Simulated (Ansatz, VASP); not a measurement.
ZnS in VASP and in Ansatz

```xyz
8
Lattice="6.1269 0.0000 0.0000 0.0000 6.1269 0.0000 0.0000 0.0000 3.6772" Properties=species:S:1:pos:R:3 pbc="T T T"
Zn    4.1694    4.1694    0.0000
Zn    1.1059    5.0210    1.8386
Zn    5.0210    1.1059    1.8386
Zn    1.9576    1.9576    0.0000
S     5.0210    5.0210    1.8386
S     1.1059    1.1059    1.8386
S     4.1694    1.9576    0.0000
S     1.9576    4.1694    0.0000
```

Alike in both runs: task relaxation of cell and atoms; functional PBE; k mesh 4 × 4 × 6; occupations gaussian, width 0.1 eV; no spin polarisation.

|  | VASP | Ansatz |
| --- | --- | --- |
| version | VASP 6.6.1 | Ansatz 0.2.0 |
| potentials or method | VASP PAW PBE potentials, release 64 (Zn, S), cutoff 600 eV | scalar-relativistic, plane waves, PAW |
| valence electrons in the cell | 72 | 72 |

|  | VASP | Ansatz | Ansatz less VASP |
| --- | --- | --- | --- |
| gap on the k mesh at the Fermi level, each at its own relaxed structure (eV) | 2.15 | 2.17 | +0.011 |
| relaxed volume (Å³/atom) | 21.31 | 21.24 | -0.071 |
| relaxed cell length with the largest relative difference (Å) | 3.849 | 3.863 | +0.0139 |

Noted on VASP's run: the volume moved by over 15 % at a fixed basis, so the end points are rough.
